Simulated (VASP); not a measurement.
A run of VASP 6.6.1 is set up as follows.

INCAR

```
SYSTEM = Sc2C
  PREC = Accurate
  ENCUT = 600
  EDIFF = 1E-6
  ISMEAR = -1
  SIGMA = 0.05
  LREAL = .False.
  LASPH = .True.
  NELM = 100
  ALGO = Normal
  ISIF = 8
  LWAVE = .False.
  LCHARG = .False.
  GGA = CA
  IBRION = 2
  NSW = 80
  EDIFFG = -0.03
```

KPOINTS

```
Automatic mesh
0
Gamma
  8 8 4
  0 0 0
```

File POSCAR:

```
Sc2C
1.0
    3.3328370000      0.0000000000      0.0000000000
   -1.6664190000      2.8863220000      0.0000000000
    0.0000000000      0.0000000000      5.6498680000
Sc C
2 1
Direct
    0.6666666667      0.3333333333      0.7175640000
    0.3333333333      0.6666666667      0.2824360000
    0.0000000000      0.0000000000      0.5000000000
```

Potentials or basis: VASP PAW LDA potentials, release 64 (Sc_sv, C).

Launch:

```bash
$ cat potpaw_LDA.64/Sc_sv/POTCAR potpaw_LDA.64/C/POTCAR > POTCAR
$ mpirun -np 1 vasp_std > vasp.out
```

(1) What does it give for the space group after relaxing (to 0.1 Å)?

(2) What does it give for the band gap on the k mesh?

(3) What does it give for the relaxed cell?

(4) What does it give for the relaxed volume?

## Answers

(1) P-3m1 (No. 164).

(2) zero (bands 13 and 14 overlap by 0.44 eV).

(3) a = 3.264 Å, b = 3.264 Å, c = 5.534 Å, α = 90.00°, β = 90.00°, γ = 120.00°.

(4) 17.02 Å³/atom.
